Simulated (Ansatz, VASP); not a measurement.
**NiO: VASP beside Ansatz**

```
Ni O
1.0
     0.00000    2.10516    2.10516
     2.10516    0.00000    2.10516
     2.10516    2.10516    0.00000
Ni O
1 1
Direct
  0.00000 0.00000 0.00000
  0.50000 0.50000 0.50000
```

Change from the starting cell: volume scaled by 1.02.

Alike in both runs: task single point; functional PBE; k mesh 11 × 11 × 11; occupations fermi-dirac, width 0.05 eV; collinear spin.

|  | VASP | Ansatz |
| --- | --- | --- |
| version | VASP 6.6.1 | Ansatz 0.2.0 |
| potentials or method | VASP PAW PBE potentials, release 64 (Ni, O), cutoff 520 eV | all-electron LAPW, scalar-relativistic |

VASP gave:

| Item | Value |
| --- | --- |
| gap on the k mesh at the Fermi level (eV) | none |
| pressure (GPa) | 0.4 |
| net moment per atom (μB) | 0.88 |
| size of the moment on the site where the two differ most (μB) | 1.45 |

Which values does Ansatz return?

gap on the k mesh at the Fermi level (eV): none; pressure (GPa): 1.2; net moment per atom (μB): 0.92; size of the moment on the site where the two differ most (μB): 1.52.

Site moments also hang on the region over which each program counts them. A gap of «none» marks a metal or a gap that the smearing closes. Ansatz ran all-electron here, and VASP with PAW potentials.
